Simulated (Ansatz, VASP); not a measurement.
**One calculation of BP, two programs**

```
B P
1.0
     0.00000    2.26007    2.26007
     2.26007    0.00000    2.26007
     2.26007    2.26007    0.00000
B P
1 1
Direct
  0.00000 0.00000 0.00000
  0.75000 0.75000 0.75000
```

Alike in both runs: functional PBEsol; k mesh 16 × 16 × 16; occupations fermi-dirac, width 0.1 eV; no spin polarisation.

Ansatz relaxed the structure, and its values are those at the end. VASP's run is a single point on that final structure, the one shown.

|  | VASP | Ansatz |
| --- | --- | --- |
| version | VASP 6.6.1 | Ansatz 0.2.0 |
| potentials or method | VASP PAW PBE potentials, release 64 (B, P) | PAW with Ansatz's default frozen-core files, scalar-relativistic |
| plane-wave cutoff (eV) | 520 | 420 |
| valence electrons in the cell | 8 | 8 |

VASP gave:

- pressure (GPa): 0.1

Task: Estimate Ansatz's values.

Result: Pressure (GPa): 0.0.

VASP's potentials were made for PBE, not for PBEsol. The functional is the same, so the differences come from potentials, cutoffs and numerics.
